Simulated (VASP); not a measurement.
# Ag: single point with PBEsol

Crystal: Ag.

```
Ag
1.0
    -1.57069    1.65675    1.65675
     1.65675   -1.57069    1.65675
     1.65675    1.65675   -1.57069
Ag
1
Direct
  0.00000 0.00000 0.00000
```

This cell differs from its parent crystal: ratio of the length along [111] to the lengths across it x 1.08, volume and fractional coordinates fixed.

```json
{
 "Program": "VASP 6.6.1",
 "Task": "single point",
 "Functional": "PBEsol",
 "Potentials or basis": "VASP PAW PBE potentials, release 64 (Ag)",
 "Cutoff": "520 eV",
 "k mesh": "22 × 22 × 22",
 "Occupations": "gaussian, width 0.15 eV",
 "Spin": "no spin polarisation",
 "Dipole correction": "no",
 "Further INCAR settings": "ALGO = Fast; EDIFF = 1e-07; NBANDS = 12"
}
```

```
Pressure               : -6.8 GPa
Band gap on the k mesh : zero (an odd number of electrons rules out a gap without spin polarisation)
```

Stress tensor (GPa, compression positive):
```
-6.84 -1.80 -1.80
-1.80 -6.84 -1.80
-1.80 -1.80 -6.84
```

Levels at points of the mesh, in eV from the Fermi level:
| k point | band 3 | band 4 | band 5 | band 6 | band 7 | band 8 |
| --- | --- | --- | --- | --- | --- | --- |
| (0.00, 0.00, 0.00) | -4.93 | -4.33 | -3.45 | -3.45 | 17.08 | 17.08 |
| (0.50, 0.00, 0.00) | -3.47 | -3.30 | -2.69 | -0.28 | 3.27 | 13.36 |
| (0.50, 0.50, 0.00) | -3.57 | -3.49 | -2.48 | 0.30 | 4.29 | 11.78 |
| (0.50, 0.50, 0.50) | -3.12 | -2.64 | -2.64 | 6.59 | 6.59 | 6.84 |

It took 3.4 min on 1 thread of Intel Xeon 8259CL, with other jobs on the host, peak memory 0.32 GiB.

Caveat: the cell stands under tension; the PAW data sets were made with another functional, which shifts forces and pressure a little.
